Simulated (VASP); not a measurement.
CdSe:

```
Cd Se
1.0
     0.00000    3.07027    3.07027
     3.07027    0.00000    3.07027
     3.07027    3.07027    0.00000
Cd Se
1 1
Cartesian
  0.0000 0.0000 0.0000
  1.5351 1.5351 1.5351
```

* Program: VASP 6.6.1
* Task: relaxation of cell and atoms
* Functional: RPBE
* Dispersion: D3(BJ)
* Potentials or basis: VASP PAW PBE potentials, release 64 (Cd, Se)
* Cutoff: 600 eV
* k mesh: 8 × 8 × 8
* Occupations: fermi-dirac, width 0.05 eV
* Spin: no spin polarisation

At the start: pressure -4.7 GPa; volume 28.94 Å³/atom.

Question: How do energy, volume and symmetry change on relaxing?

Answer: Over 3 steps the energy falls by 40.1 meV/atom and the volume is 26.40 Å³/atom (-8.8 %); space group F-43m (No. 216, to 0.05 Å).

The path:
```
step  energy change (eV)  largest force (eV/Å)  pressure (GPa)  volume (Å³)
   1              0.0000                0.0000           -4.65        57.88
   2             -0.0694                0.0000            2.15        51.13
   3             -0.0803                0.0000            0.01        52.79
```

Final structure:
```
Cd Se
1.0
     0.00000    2.97752    2.97752
     2.97752    0.00000    2.97752
     2.97752    2.97752    0.00000
Cd Se
1 1
Direct
  0.00000 0.00000 0.00000
  0.25000 0.25000 0.25000
```

Caveat: the PAW data sets were made with another functional, which shifts forces and pressure a little.
